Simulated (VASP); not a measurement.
Set up this calculation in VASP 6.6.1, as the native input.

| Property | Result |
| --- | --- |
| Task | relaxation of cell and atoms |
| Functional | PBE |
| Potentials or basis | VASP PAW PBE potentials, release 64 (K_sv) |
| Cutoff | 600 eV |
| k mesh | 8 × 8 × 5 |
| Occupations | fermi-dirac, width 0.1 eV |
| Spin | no spin polarisation |
| Target pressure | 14 GPa |
| Dipole correction | no |
| Further INCAR settings | ALGO = Normal; EDIFF = 1e-06; IBRION = 2; EDIFFG = -0.005; NSW = 60; ISIF = 3 |

The structure of K lies in POSCAR:

```
K
1.0
    4.6896611173      0.0000000000      0.0000000000
   -2.3448305586      4.0613656627      0.0000000000
    0.0000000000      0.0000000000      6.6593187865
K
4
Direct
    0.0000000000      0.0000000000      0.0000000000
    0.0000000000      0.0000000000      0.5000000000
    0.3333333333      0.6666666667      0.2500000000
    0.6666666667      0.3333333333      0.7500000000
```

This isn't the form of K at room conditions, which is bcc.

These files were run (other wordings do the same):

INCAR

```
PREC = Accurate ; ENCUT = 600
EDIFF = 1E-6 ; ISMEAR = -1
SIGMA = 0.1 ; LREAL = False
LASPH = True ; NELM = 60
ALGO = Normal ; ISIF = 3
LWAVE = False ; LCHARG = False
GGA = PE ; IBRION = 2
NSW = 60 ; EDIFFG = -0.005
PSTRESS = 140.0
```

KPOINTS

```
Automatic mesh
0
Gamma
  8 8 5
```

Potentials or basis: VASP PAW PBE potentials, release 64 (K_sv).

Command:

```console
$ cat potpaw_PBE.64/K_sv/POTCAR > POTCAR
$ mpirun -np 1 vasp_std > vasp.out
```

It gave:

| Property | Result |
| --- | --- |
| Relaxed volume | 29.40 Å³/atom |
| Relaxed cell | a = 4.362 Å, b = 4.362 Å, c = 7.137 Å, α = 90.00°, β = 90.00°, γ = 120.00° |
| Space group after relaxing (to 0.1 Å) | P6_3/mmc (No. 194) |
| Energy change on relaxing (the run minimises the enthalpy) | +170.3 meV/atom |
| Ionic steps | 10 |
| Pressure after relaxing | 14.0 GPa |
| Band gap on the k mesh | zero (bands 18 and 19 overlap by 0.03 eV) |

Caveat: the cell is relaxed towards a set pressure, so the run minimises the enthalpy, not the energy.

Wall time 15 min on 1 thread of AMD EPYC 7R43 64-Core Processor (Zen 3) (shared host), peak memory 0.29 GiB.
